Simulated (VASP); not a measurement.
# SrMg (P4/mmm) in VASP: further runs

The runs below take SrMg through single point, with LDA.

Program: VASP 6.6.1. These are calculated values, not measurements. Logs are shortened: lines on timing, memory, paths and dates and some standing lists are left out, and cuts for length are marked.

### Step 1. The cell of the first run

Symmetry: P4/mmm, No. 123, tetragonal system. Conventional cell: a = 3.783 Å, b = 3.783 Å, c = 3.900 Å, α = 90.00°, β = 90.00°, γ = 90.00°. Sr (site symmetry 4/mmm) has 8 Mg at 3.31 Å and 6 Sr at 3.78 to 3.90 Å within 4.4 Å. Mg (site symmetry 4/mmm) has 8 Sr at 3.31 Å and 6 Mg at 3.78 to 3.90 Å within 4.4 Å.

### Step 2. Single point, LDA (strain -0.030 along x and y, +0.000 along z)

The input, INCAR:

```
ALGO = Normal ; EDIFF = 1E-6
ENCUT = 520 ; GGA = CA
ISIF = 2 ; ISMEAR = 0
LASPH = T ; LCHARG = F
LREAL = F ; LWAVE = F
NBANDS = 13 ; NELM = 80
PREC = Accurate ; SIGMA = 0.15
```

The input, KPOINTS:

```
k-points
0
Gamma
  12 12 12
```

The input, POSCAR:

```
SrMg
1.0
    3.7830000000      0.0000000000      0.0000000000
    0.0000000000      3.7830000000      0.0000000000
    0.0000000000      0.0000000000      3.9000000000
Sr Mg
1 1
Direct
    0.5000000000      0.5000000000      0.5000000000
    0.0000000000      0.0000000000      0.0000000000
```

Potentials or basis: VASP PAW LDA potentials, release 64 (Sr_sv, Mg).

Started as:

```sh
cat potpaw_LDA.64/Sr_sv/POTCAR potpaw_LDA.64/Mg/POTCAR > POTCAR
mpirun -np 1 vasp_std > vasp.out
```

OUTCAR:

```text
EDIFF = 1E-6
   ENCUT = 520
   GGA = CA
   ISIF = 2
   ISMEAR = 0
   LASPH = T
   LREAL = F
   NELM = 80
   PREC = Accurate

 ion  position               nearest neighbor table
   1  0.500  0.500  0.500-   2 3.31   2 3.31   2 3.31   2 3.31   2 3.31   2 3.31   2 3.31   2 3.31

   2  0.000  0.000  0.000-   1 3.31   1 3.31   1 3.31   1 3.31   1 3.31   1 3.31   1 3.31   1 3.31

  LATTYP: Found a simple tetragonal cell.
 ALAT       =     3.7830000000
 C/A-ratio  =     1.0309278351

  Lattice vectors:

 A1 = (   3.7830000000,   0.0000000000,   0.0000000000)
 A2 = (   0.0000000000,   3.7830000000,   0.0000000000)
 A3 = (   0.0000000000,   0.0000000000,   3.9000000000)

Analysis of symmetry for initial positions (statically):
=====================================================================
 Subroutine PRICEL returns:
 Original cell was already a primitive cell.

 Routine SETGRP: Setting up the symmetry group for a
 simple tetragonal supercell.

 Subroutine GETGRP returns: Found 16 space group operations
 (whereof 16 operations were pure point group operations)
 out of a pool of 16 trial point group operations.

The static configuration has the point symmetry D_4h.

Analysis of symmetry for dynamics (positions and initial velocities):
=====================================================================
 Subroutine PRICEL returns:
 Original cell was already a primitive cell.

 Routine SETGRP: Setting up the symmetry group for a
 simple tetragonal supercell.

 Subroutine GETGRP returns: Found 16 space group operations
 (whereof 16 operations were pure point group operations)
 out of a pool of 16 trial point group operations.

The dynamic configuration has the point symmetry D_4h.

 Subroutine INISYM returns: Found 16 space group operations
 (whereof 16 operations are pure point group operations),
 and found     1 'primitive' translations

----------------------------------------------------------------------------------------

                                     Primitive cell

  volume of cell :      55.8132

  direct lattice vectors                    reciprocal lattice vectors
     3.783000000  0.000000000  0.000000000     0.264340471  0.000000000  0.000000000
     0.000000000  3.783000000  0.000000000     0.000000000  0.264340471  0.000000000
     0.000000000  0.000000000  3.900000000     0.000000000  0.000000000  0.256410256

  length of vectors
     3.783000000  3.783000000  3.900000000     0.264340471  0.264340471  0.256410256

  position of ions in fractional coordinates (direct lattice)
     0.500000000  0.500000000  0.500000000
     0.000000000  0.000000000  0.000000000

  ion indices of the primitive-cell ions
   primitive index   ion index
                 1           1
                 2           2

----------------------------------------------------------------------------------------

 KPOINTS: k-points

Automatic generation of k-mesh.
 Grid dimensions read from file:
 generate k-points for:   12   12   12

 Generating k-lattice:

  Cartesian coordinates                     Fractional coordinates (reciprocal lattice)
     0.022028373  0.000000000  0.000000000     0.083333333  0.000000000  0.000000000
     0.000000000  0.022028373  0.000000000     0.000000000  0.083333333  0.000000000
     0.000000000  0.000000000  0.021367521     0.000000000  0.000000000  0.083333333

  Length of vectors
     0.022028373  0.022028373  0.021367521

  Shift w.r.t. Gamma in fractional coordinates (k-lattice)
     0.000000000  0.000000000  0.000000000

 Subroutine IBZKPT returns following result:
 ===========================================

 Found    196 irreducible k-points:

 Following reciprocal coordinates:
            Coordinates               Weight
  0.000000  0.000000  0.000000      1.000000
  0.083333  0.000000  0.000000      4.000000
  0.166667  0.000000  0.000000      4.000000
  0.250000  0.000000  0.000000      4.000000
  0.333333  0.000000  0.000000      4.000000
  0.416667  0.000000  0.000000      4.000000
[... 16 lines left out ...]
  0.333333  0.333333  0.000000      4.000000
  0.416667  0.333333  0.000000      8.000000
 [... further k-points ...]
   k-points           NKPTS =    196   k-points in BZ     NKDIM =    196   number of bands    NBANDS=     13
   number of dos      NEDOS =    301   number of ions     NIONS =      2
   total plane-waves  NPLWV =  23520
   dimension x,y,z NGX =    28 NGY =   28 NGZ =   30
   dimension x,y,z NGXF=    56 NGYF=   56 NGZF=   60
   ions per type =               1   1
   NGX,Y,Z   is equivalent  to a cutoff of  12.30, 12.30, 12.79 a.u.
   NGXF,Y,Z  is equivalent  to a cutoff of  24.61, 24.61, 25.58 a.u.
 SYSTEM =  unknown system
   PREC   = accura    normal or accurate (medium, high low for compatibility)
   ISTART =      0    job   : 0-new  1-cont  2-samecut
   ICHARG =      2    charge: 1-file 2-atom 10-const
   ISPIN  =      1    spin polarized calculation?
   LNONCOLLINEAR =      F non collinear calculations
   LSORBIT =      F    spin-orbit coupling
   LASPH  =      T    aspherical Exc in radial PAW
   ENCUT  =  520.0 eV  38.22 Ry    6.18 a.u.   7.03  7.03  7.25*2*pi/ulx,y,z
   NELM   =     80;   NELMIN=  2; NELMDL= -5     # of ELM steps
   EDIFF  = 0.1E-05   stopping-criterion for ELM
   LREAL  =      F    real-space projection
   EDIFFG = 0.1E-04   stopping-criterion for IOM
   NSW    =      0    number of steps for IOM
   IBRION =     -1    ionic relax: 0-MD 1-quasi-New 2-CG
   NFREE  =      0    steps in history (QN), initial steepest desc. (CG)
   ISIF   =      2    stress and relaxation
   ISYM   =      2    0-nonsym 1-usesym 2-fastsym
   POTIM  = 0.5000    time-step for ionic-motion
   TEBEG  =    0.0;   TEEND  =   0.0 temperature during run
   PSTRESS=    0.0 pullay stress
   NELECT =      12.0000    total number of electrons
   NUPDOWN=      -1.0000    fix difference up-down
   EMIN   =  10.00;   EMAX   =-10.00  energy-range for DOS
   EFERMI =   0.00;   METHOD = LEGACY
   ISMEAR =     0;   SIGMA  =   0.15  broadening in eV -4-tet -1-fermi 0-gaus
   EFERMI_NEDOS =   21; number of points for ismear=-14 and -15
   IALGO  =     38    algorithm
   IMIX   =      4    mixing-type and parameters
     AMIX     =   0.40;   BMIX     =  1.00
     AMIX_MAG =   1.60;   BMIX_MAG =  1.00
  volume/ion in A,a.u.               =      27.91       188.32
  Fermi-wavevector in a.u.,A,eV,Ry     =   0.980745  1.853340 13.086913  0.961861
  Thomas-Fermi vector in A             =   2.111699
   LORBIT       =      0    0 simple, 1 ext, 2 COOP (PROOUT), +10 PAW based schemes
   GGA     = CA    functional components
   LHFCALC =     F    Hartree Fock is set to
   AEXX    =    0.0000 exact exchange contribution
   IVDW    =     0    specifies the selected vdW correction
   LEPSILON=     F    determine dielectric tensor
   LRPA    =     F    only Hartree local field effects (RPA)
 non-spin polarized calculation
 Gauss-broadening in eV      SIGMA  =   0.15
  energy-cutoff  :      520.00
  volume of cell :       55.81
 maximum number of plane-waves:      1524
   NGX = 15   NGY = 15   NGZ = 15

 number of electron      12.0000000 magnetization

 Free energy of the ion-electron system (eV)
  ---------------------------------------------------
  ext. energy  EPLUGINS =         0.00000000
  ---------------------------------------------------
  free energy    TOTEN  =        -3.74957583 eV

  energy without entropy =       -3.73508054  energy(sigma->0) =       -3.74232818

 E-fermi :   2.8914     XC(G=0):  -9.0740

 val. band max:        2.8895800344   @ k =   0.4167   0.1667   0.4167
 cond. band min:       2.8959634400   @ k =   0.2500   0.0833   0.0833
 fundamental gap:      0.0063834056
 Fermi energy:         2.8914262113

 k-point     1 :       0.0000    0.0000    0.0000
  band No.  band energies     occupation
      1     -32.3890      2.00000
      2     -14.4533      2.00000
      3     -14.4197      2.00000
      4     -14.4197      2.00000
      5      -2.4874      2.00000
      6       3.3795      0.00000
      7       3.4695      0.00000
      8       7.2676      0.00000
      9       7.8115      0.00000
     10       7.8115      0.00000
     11       8.0930      0.00000
     12       8.0930      0.00000
     13       8.3304      0.00000

 k-point     2 :       0.0833    0.0000    0.0000
  band No.  band energies     occupation
      1     -32.3872      2.00000
      2     -14.4507      2.00000
      3     -14.4484      2.00000
      4     -14.4172      2.00000
      5      -2.3910      2.00000
      6       3.4012      0.00000
      7       3.4772      0.00000
      8       6.8825      0.00000
      9       7.3428      0.00000
     10       7.6054      0.00000
     11       8.1225      0.00000
     12       8.4805      0.00000
     13       8.8019      0.00000

 k-point     3 :       0.1667    0.0000    0.0000
  band No.  band energies     occupation
      1     -32.3824      2.00000
      2     -14.5256      2.00000
      3     -14.4434      2.00000
      4     -14.4103      2.00000
      5      -2.1100      2.00000
      6       3.2563      0.00058
      7       3.6132      0.00000
      8       6.3000      0.00000
      9       6.7327      0.00000
     10       7.3460      0.00000
     11       8.2058      0.00000
     12       9.0835      0.00000
     13       9.4353      0.00000
[... 305 lines left out ...]
 k-point    23 :       0.3333    0.3333    0.0000
  band No.  band energies     occupation
      1     -32.3500      2.00000
      2     -14.6896      2.00000
      3     -14.6757      2.00000
      4     -14.3947      2.00000
      5      -0.0761      2.00000
      6       2.3476      2.00000
      7       3.3663      0.00001
      8       5.0568      0.00000
      9       5.8020      0.00000
     10       6.4133      0.00000
     11       8.7961      0.00000
     12       8.9966      0.00000
     13      11.1015      0.00000

 k-point    24 :       0.4167    0.3333    0.0000
  band No.  band energies     occupation
      1     -32.3453      2.00000
      2     -14.7508      2.00000
      3     -14.6711      2.00000
      4     -14.3876      2.00000
      5       0.2823      2.00000
      6       2.0745      2.00000
      7       3.4860      0.00000
      8       4.7507      0.00000
      9       5.7454      0.00000
     10       6.3710      0.00000
     11       9.1418      0.00000
     12       9.5269      0.00000
     13      10.6197      0.00000

 [... further k-points ...]

------------------------ aborting loop because EDIFF is reached ----------------------------------------

  FORCE on cell =-STRESS in cart. coord.  units (eV):
  Direction    XX          YY          ZZ          XY          YZ          ZX
  --------------------------------------------------------------------------------------
  -------------------------------------------------------------------------------------
  Total        2.0131338      2.0131338      1.9055640      0.0000000      0.0000000      0.0000000
  in kB       57.7891017     57.7891017     54.7011985      0.0000000      0.0000000      0.0000000
  external PRESSURE =      56.7598006 kB  Pullay stress =       0.0000000 kB

 VOLUME and BASIS-vectors are now :
 -----------------------------------------------------------------------------
  energy-cutoff  :      520.00
  volume of cell :       55.81
      direct lattice vectors                 reciprocal lattice vectors
     3.783000000  0.000000000  0.000000000     0.264340471  0.000000000  0.000000000
     0.000000000  3.783000000  0.000000000     0.000000000  0.264340471  0.000000000
     0.000000000  0.000000000  3.900000000     0.000000000  0.000000000  0.256410256

 POSITION                                       TOTAL-FORCE (eV/Angst)
 -----------------------------------------------------------------------------------
      1.89150      1.89150      1.95000         0.000000      0.000000      0.000000
      0.00000      0.00000      0.00000         0.000000      0.000000      0.000000
 -----------------------------------------------------------------------------------
    total drift:                                0.000000      0.000000      0.000000

  FREE ENERGIE OF THE ION-ELECTRON SYSTEM (eV)
  ---------------------------------------------------
  free  energy   TOTEN  =        -3.7495758293 eV

  energy  without entropy=       -3.7350805406  energy(sigma->0) =       -3.74232818
```

Run time: 33 s. Hardware: 1 thread of Intel Xeon 6975P-C (Granite Rapids), shared host; peak memory 0.27 GiB.

What came out:

| Quantity | Value |
| --- | --- |
| Free energy | -3.7496 eV |
| Pressure | 5.7 GPa |
| Band gap on the k mesh | zero (bands 6 and 7 overlap by 1.49 eV) |

Stress tensor (GPa, compression positive):
```
5.78 0.00 0.00
0.00 5.78 0.00
0.00 0.00 5.47
```

Caveat: the cell differs from its parent crystal (strain -0.030 along x and y, +0.000 along z); the cell stands under pressure.

### Step 3. Single point, LDA (strain -0.015 along x and y, -0.030 along z)

The input, INCAR:

```
SYSTEM = SrMg
ALGO = Normal
EDIFF = 1E-7
ENCUT = 520
GGA = CA
ISIF = 2
ISMEAR = 0
LASPH = .TRUE.
LCHARG = .FALSE.
LREAL = .FALSE.
LWAVE = .FALSE.
NBANDS = 13
NELM = 60
PREC = Accurate
SIGMA = 0.15
```

The input, KPOINTS:

```
k-points
0
G
  12 12 12
  0 0 0
```

The input, POSCAR:

```
SrMg
1.0
    3.8415000000      0.0000000000      0.0000000000
    0.0000000000      3.8415000000      0.0000000000
    0.0000000000      0.0000000000      3.7830000000
Sr Mg
1 1
Direct
    0.5000000000      0.5000000000      0.5000000000
    0.0000000000      0.0000000000      0.0000000000
```

Potentials or basis: VASP PAW LDA potentials, release 64 (Sr_sv, Mg).

Started as:

```sh
cat potpaw_LDA.64/Sr_sv/POTCAR potpaw_LDA.64/Mg/POTCAR > POTCAR
mpirun -np 1 vasp_std > vasp.out
```

Wall time 43 s (1 thread of Intel Xeon 6975P-C (Granite Rapids), shared host); peak memory 0.27 GiB.

It converged, with:

```yaml
Free_energy: -3.7508 eV
Pressure: 5.7 GPa
Band_gap_on_the_k_mesh: zero (bands 6 and 7 overlap by 1.48 eV)
```

Stress tensor (GPa, compression positive):
```
5.61 0.00 0.00
0.00 5.61 0.00
0.00 0.00 5.78
```

Levels at points of the mesh, in eV from the Fermi level:
| k point | band 2 | band 3 | band 4 | band 5 | band 6 | band 7 | band 8 | band 9 | band 10 | band 11 |
| --- | --- | --- | --- | --- | --- | --- | --- | --- | --- | --- |
| (0.00, 0.00, 0.00) | -17.33 | -17.33 | -17.31 | -5.38 | 0.52 | 0.56 | 4.64 | 4.64 | 4.92 | 5.20 |
| (0.50, 0.00, 0.00) | -17.69 | -17.29 | -17.28 | -2.60 | -2.53 | 1.59 | 2.35 | 2.56 | 5.47 | 5.77 |
| (0.50, 0.50, 0.00) | -17.63 | -17.63 | -17.25 | -2.55 | 0.31 | 0.31 | 0.36 | 3.44 | 3.44 | 6.97 |
| (0.00, 0.00, 0.50) | -17.72 | -17.29 | -17.29 | -2.50 | -2.48 | 1.64 | 2.35 | 2.35 | 5.44 | 5.70 |
| (0.50, 0.00, 0.50) | -17.65 | -17.62 | -17.26 | -2.49 | 0.33 | 0.39 | 0.41 | 3.24 | 3.31 | 6.99 |
| (0.50, 0.50, 0.50) | -17.60 | -17.57 | -17.57 | -0.93 | -0.93 | -0.91 | 1.36 | 4.17 | 4.17 | 4.25 |

Caveat: the cell differs from its parent crystal (strain -0.015 along x and y, -0.030 along z); the cell stands under pressure.
